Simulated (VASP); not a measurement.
# SiGe (P6_3mc) in VASP: further runs

Runs on SiGe. Level: PBEsol. Tasks: single point.

Program: VASP 6.6.1. These are calculated values, not measurements. Logs are shortened: lines on timing, memory, paths and dates and some standing lists are left out, and cuts for length are marked.

## (1) The cell of the first run

It takes space group P6_3mc (No. 186, hexagonal). The conventional cell has a = 3.901 Å, b = 3.901 Å, c = 6.443 Å, α = 90.00°, β = 90.00°, γ = 120.00°. Si (site symmetry 3m) has 4 Ge at 2.31 to 2.71 Å within 3.1 Å. Within 3.1 Å of Ge (site symmetry 3m) lie 4 Si at 2.31 to 2.71 Å.

## (2) Single point, PBEsol (all Ge atoms moved -0.300 Å, as atom 3 along Cartesian [0 0 1])

The input, INCAR:

```
SYSTEM = SiGe
PREC     = Accurate       ! precision mode
ENCUT    = 520            ! plane-wave cutoff, eV
EDIFF    = 1E-7           ! SCF threshold, eV
ISMEAR   = 0              ! smearing method
SIGMA    = 0.03           ! smearing width, eV
LREAL    = .False.        ! projectors in reciprocal space
LASPH    = .True.         ! aspherical terms in the spheres
NELM     = 60             ! most SCF steps
ALGO     = Normal         ! electronic algorithm
ISIF     = 2              ! what is computed and relaxed
LWAVE    = .False.        ! write WAVECAR
LCHARG   = .True.         ! write CHGCAR
GGA      = PS             ! functional
LELF     = .True.         ! ELF
LVHAR    = .True.       
NBANDS   = 26             ! bands
```

The input, KPOINTS:

```
regular mesh
0
Gamma
  12 12 6
  0 0 0
```

The input, POSCAR:

```
SiGe
1.0
    3.9005968931      0.0000000000      0.0000000000
   -1.9502984466      3.3780159994      0.0000000000
    0.0000000000      0.0000000000      6.4433927721
Si Ge
2 2
Direct
    0.6666666667      0.3333333333      0.8745463420
    0.3333333333      0.6666666667      0.3745463420
    0.6666666667      0.3333333333      0.4538933358
    0.3333333333      0.6666666667     -0.0461066642
```

Potentials or basis: VASP PAW PBE potentials, release 64 (Si, Ge_d).

Command:

```
> cat potpaw_PBE.64/Si/POTCAR potpaw_PBE.64/Ge_d/POTCAR > POTCAR
> mpirun -np 1 vasp_std > vasp.out
```

OUTCAR:

```text
SYSTEM = SiGe
   PREC = Accurate
   ENCUT = 520
   EDIFF = 1E-7
   ISMEAR = 0
   LREAL = .False.
   LASPH = .True.
   NELM = 60
   ISIF = 2
   GGA = PS

 ion  position               nearest neighbor table
   1  0.667  0.333  0.875-   4 2.31   4 2.31   4 2.31   3 2.71
   2  0.333  0.667  0.375-   3 2.31   3 2.31   3 2.31   4 2.71
   3  0.667  0.333  0.454-   2 2.31   2 2.31   2 2.31   1 2.71
   4  0.333  0.667  0.954-   1 2.31   1 2.31   1 2.31   2 2.71

  LATTYP: Found a hexagonal cell.
 ALAT       =     3.9005968931
 C/A-ratio  =     1.6518991705

  Lattice vectors:

 A1 = (   3.9005968931,   0.0000000000,   0.0000000000)
 A2 = (  -1.9502984466,   3.3780159994,   0.0000000000)
 A3 = (   0.0000000000,   0.0000000000,   6.4433927721)

Analysis of symmetry for initial positions (statically):
[... 6 lines left out ...]

 Subroutine GETGRP returns: Found 12 space group operations
 (whereof  6 operations were pure point group operations)
 out of a pool of 24 trial point group operations.

The static configuration has the point symmetry C_3v.
 The point group associated with its full space group is C_6v.

Analysis of symmetry for dynamics (positions and initial velocities):
[... 6 lines left out ...]

 Subroutine GETGRP returns: Found 12 space group operations
 (whereof  6 operations were pure point group operations)
 out of a pool of 24 trial point group operations.

The dynamic configuration has the point symmetry C_3v.
 The point group associated with its full space group is C_6v.

 Subroutine INISYM returns: Found 12 space group operations
 (whereof  6 operations are pure point group operations),
 and found     1 'primitive' translations

----------------------------------------------------------------------------------------

                                     Primitive cell

  volume of cell :      84.8999

  direct lattice vectors                    reciprocal lattice vectors
     3.900596893  0.000000000  0.000000000     0.256371019  0.148015877  0.000000000
    -1.950298447  3.378015999  0.000000000     0.000000000  0.296031754  0.000000000
     0.000000000  0.000000000  6.443392772     0.000000000  0.000000000  0.155197741

  length of vectors
     3.900596893  3.900596893  6.443392772     0.296031754  0.296031754  0.155197741

  position of ions in fractional coordinates (direct lattice)
     0.666666667  0.333333333  0.874546342
     0.333333333  0.666666667  0.374546342
     0.666666667  0.333333333  0.453893336
     0.333333333  0.666666667  0.953893336

  ion indices of the primitive-cell ions
   primitive index   ion index
                 1           1
                 2           2
                 3           3
                 4           4

----------------------------------------------------------------------------------------

 KPOINTS: regular mesh

Automatic generation of k-mesh.
 Grid dimensions read from file:
 generate k-points for:   12   12    6

 Generating k-lattice:

  Cartesian coordinates                     Fractional coordinates (reciprocal lattice)
     0.021364252  0.012334656  0.000000000     0.083333333  0.000000000  0.000000000
     0.000000000  0.024669313  0.000000000     0.000000000  0.083333333  0.000000000
     0.000000000  0.000000000  0.025866290     0.000000000  0.000000000  0.166666667

  Length of vectors
     0.024669313  0.024669313  0.025866290

  Shift w.r.t. Gamma in fractional coordinates (k-lattice)
     0.000000000  0.000000000  0.000000000

 Subroutine IBZKPT returns following result:
 ===========================================

 Found     76 irreducible k-points:

 Following reciprocal coordinates:
            Coordinates               Weight
  0.000000  0.000000  0.000000      1.000000
  0.083333  0.000000  0.000000      6.000000
  0.166667  0.000000  0.000000      6.000000
  0.250000  0.000000  0.000000      6.000000
  0.333333  0.000000  0.000000      6.000000
  0.416667  0.000000  0.000000      6.000000
[... 16 lines left out ...]
  0.250000  0.000000  0.166667     12.000000
  0.333333  0.000000  0.166667     12.000000
 [... further k-points ...]
   k-points           NKPTS =     76   k-points in BZ     NKDIM =     76   number of bands    NBANDS=     26
   number of dos      NEDOS =    301   number of ions     NIONS =      4
   total plane-waves  NPLWV =  43200
   dimension x,y,z NGX =    30 NGY =   30 NGZ =   48
   dimension x,y,z NGXF=    60 NGYF=   60 NGZF=   96
   ions per type =               2   2
   NGX,Y,Z   is equivalent  to a cutoff of  12.79, 12.79, 12.38 a.u.
   NGXF,Y,Z  is equivalent  to a cutoff of  25.57, 25.57, 24.77 a.u.
 SYSTEM =  SiGe
   PREC   = accura    normal or accurate (medium, high low for compatibility)
   ISTART =      0    job   : 0-new  1-cont  2-samecut
   ICHARG =      2    charge: 1-file 2-atom 10-const
   ISPIN  =      1    spin polarized calculation?
   LNONCOLLINEAR =      F non collinear calculations
   LSORBIT =      F    spin-orbit coupling
   LASPH  =      T    aspherical Exc in radial PAW
   ENCUT  =  520.0 eV  38.22 Ry    6.18 a.u.   7.25  7.25 11.98*2*pi/ulx,y,z
   NELM   =     60;   NELMIN=  2; NELMDL= -5     # of ELM steps
   EDIFF  = 0.1E-06   stopping-criterion for ELM
   LREAL  =      F    real-space projection
   EDIFFG = 0.1E-05   stopping-criterion for IOM
   NSW    =      0    number of steps for IOM
   IBRION =     -1    ionic relax: 0-MD 1-quasi-New 2-CG
   NFREE  =      0    steps in history (QN), initial steepest desc. (CG)
   ISIF   =      2    stress and relaxation
   ISYM   =      2    0-nonsym 1-usesym 2-fastsym
   POTIM  = 0.5000    time-step for ionic-motion
   TEBEG  =    0.0;   TEEND  =   0.0 temperature during run
   PSTRESS=    0.0 pullay stress
   NELECT =      36.0000    total number of electrons
   NUPDOWN=      -1.0000    fix difference up-down
   EMIN   =  10.00;   EMAX   =-10.00  energy-range for DOS
   EFERMI =   0.00;   METHOD = LEGACY
   ISMEAR =     0;   SIGMA  =   0.03  broadening in eV -4-tet -1-fermi 0-gaus
   EFERMI_NEDOS =   21; number of points for ismear=-14 and -15
   IALGO  =     38    algorithm
   IMIX   =      4    mixing-type and parameters
     AMIX     =   0.40;   BMIX     =  1.00
     AMIX_MAG =   1.60;   BMIX_MAG =  1.00
  volume/ion in A,a.u.               =      21.22       143.23
  Fermi-wavevector in a.u.,A,eV,Ry     =   1.229910  2.324192 20.581230  1.512678
  Thomas-Fermi vector in A             =   2.364779
   LORBIT       =      0    0 simple, 1 ext, 2 COOP (PROOUT), +10 PAW based schemes
   GGA     = PS    functional components
   LHFCALC =     F    Hartree Fock is set to
   AEXX    =    0.0000 exact exchange contribution
   IVDW    =     0    specifies the selected vdW correction
   LEPSILON=     F    determine dielectric tensor
   LRPA    =     F    only Hartree local field effects (RPA)
 non-spin polarized calculation
 Gauss-broadening in eV      SIGMA  =   0.03
  energy-cutoff  :      520.00
  volume of cell :       84.90
 maximum number of plane-waves:      2316
 NGX is ok and might be reduce to    30
   NGX = 15   NGY = 15   NGZ = 23

 number of electron      36.0000008 magnetization

 Free energy of the ion-electron system (eV)
  ---------------------------------------------------
  ext. energy  EPLUGINS =         0.00000000
  ---------------------------------------------------
  free energy    TOTEN  =       -20.50370512 eV

  energy without entropy =      -20.50324269  energy(sigma->0) =      -20.50347391

 E-fermi :   5.6815     XC(G=0):  -9.8855

 val. band max:        5.6733513848   @ k =   0.1667   0.0833   0.0000
 cond. band min:       5.6856743758   @ k =   0.4167   0.0000   0.1667
 fundamental gap:      0.0123229910
 Fermi energy:         5.6814999998

 k-point     1 :       0.0000    0.0000    0.0000
  band No.  band energies     occupation
      1     -19.0838      2.00000
      2     -19.0838      2.00000
      3     -19.0823      2.00000
      4     -19.0822      2.00000
      5     -19.0822      2.00000
      6     -19.0806      2.00000
[... 18 lines left out ...]
     25       9.3803      0.00000
     26      12.0566      0.00000

 k-point     2 :       0.0833    0.0000    0.0000
  band No.  band energies     occupation
      1     -19.0841      2.00000
      2     -19.0837      2.00000
      3     -19.0832      2.00000
      4     -19.0817      2.00000
      5     -19.0804      2.00000
      6     -19.0800      2.00000
[... 18 lines left out ...]
     25       9.6942      0.00000
     26      11.5567      0.00000

 k-point     3 :       0.1667    0.0000    0.0000
  band No.  band energies     occupation
      1     -19.0856      2.00000
      2     -19.0842      2.00000
      3     -19.0816      2.00000
      4     -19.0800      2.00000
      5     -19.0790      2.00000
      6     -19.0778      2.00000
[... 18 lines left out ...]
     25      10.5253      0.00000
     26      10.8493      0.00000

 k-point     4 :       0.2500    0.0000    0.0000
  band No.  band energies     occupation
      1     -19.0873      2.00000
      2     -19.0849      2.00000
      3     -19.0796      2.00000
      4     -19.0778      2.00000
      5     -19.0772      2.00000
      6     -19.0750      2.00000
[... 18 lines left out ...]
     25      11.6741      0.00000
     26      11.7942      0.00000
[... 496 lines left out ...]
      1     -19.0855      2.00000
      2     -19.0843      2.00000
      3     -19.0815      2.00000
      4     -19.0801      2.00000
      5     -19.0789      2.00000
      6     -19.0779      2.00000
[... 18 lines left out ...]
     25      10.3774      0.00000
     26      11.5082      0.00000

 k-point    23 :       0.2500    0.0000    0.1667
  band No.  band energies     occupation
      1     -19.0871      2.00000
      2     -19.0851      2.00000
      3     -19.0795      2.00000
      4     -19.0779      2.00000
      5     -19.0771      2.00000
      6     -19.0752      2.00000
[... 18 lines left out ...]
     25      11.5204      0.00000
     26      11.6156      0.00000

 k-point    24 :       0.3333    0.0000    0.1667
  band No.  band energies     occupation
      1     -19.0885      2.00000
      2     -19.0859      2.00000
      3     -19.0775      2.00000
      4     -19.0758      2.00000
      5     -19.0752      2.00000
      6     -19.0728      2.00000
[... 18 lines left out ...]
     25      12.2090      0.00000
     26      12.5971      0.00000

 [... further k-points ...]

------------------------ aborting loop because EDIFF is reached ----------------------------------------

  FORCE on cell =-STRESS in cart. coord.  units (eV):
  Direction    XX          YY          ZZ          XY          YZ          ZX
  --------------------------------------------------------------------------------------
  -------------------------------------------------------------------------------------
  Total        3.1454896      3.1454896     -3.1327855     -0.0000000      0.0000000      0.0000000
  in kB       59.3596675     59.3596675    -59.1199240     -0.0000000      0.0000000      0.0000000
  external PRESSURE =      19.8664703 kB  Pullay stress =       0.0000000 kB

 VOLUME and BASIS-vectors are now :
 -----------------------------------------------------------------------------
  energy-cutoff  :      520.00
  volume of cell :       84.90
      direct lattice vectors                 reciprocal lattice vectors
     3.900596893  0.000000000  0.000000000     0.256371019  0.148015877  0.000000000
    -1.950298447  3.378015999  0.000000000     0.000000000  0.296031754  0.000000000
     0.000000000  0.000000000  6.443392772     0.000000000  0.000000000  0.155197741

 POSITION                                       TOTAL-FORCE (eV/Angst)
 -----------------------------------------------------------------------------------
      1.95030      1.12601      5.63505        -0.000000     -0.000000     -2.014057
     -0.00000      2.25201      2.41335         0.000000      0.000000     -2.014057
      1.95030      1.12601      2.92461        -0.000000      0.000000      2.014057
     -0.00000      2.25201      6.14631         0.000000      0.000000      2.014057
 -----------------------------------------------------------------------------------
    total drift:                                0.000000      0.000001     -0.001538

  FREE ENERGIE OF THE ION-ELECTRON SYSTEM (eV)
  ---------------------------------------------------
  free  energy   TOTEN  =       -20.5037051206 eV

  energy  without entropy=      -20.5032426941  energy(sigma->0) =      -20.50347391
```

Wall time 2 min (1 thread of Intel Xeon Platinum 8259CL at 2.50GHz (Skylake/Cascade Lake), shared host); peak memory 0.29 GiB.

What came out:

* Free energy: -20.5037 eV
* Pressure: 2.0 GPa
* Largest force: 2.014 eV/Å
* Band gap on the k mesh: zero (band 18 reaches 6.32 eV, above the bottom of band 19 at 5.45 eV)

Forces in eV/Å, atoms in the order of the input:
```
Si   0.000  0.000 -2.014
Si   0.000  0.000 -2.014
Ge   0.000  0.000  2.014
Ge   0.000  0.000  2.014
```

Stress tensor (GPa, compression positive):
```
 5.94  0.00  0.00
 0.00  5.94  0.00
 0.00  0.00 -5.91
```

Caveat: the cell differs from its parent crystal (all Ge atoms moved -0.300 Å, as atom 3 along Cartesian [0 0 1]); the PAW data sets were made with another functional, which shifts forces and pressure a little.

[end of part 1 of 2]
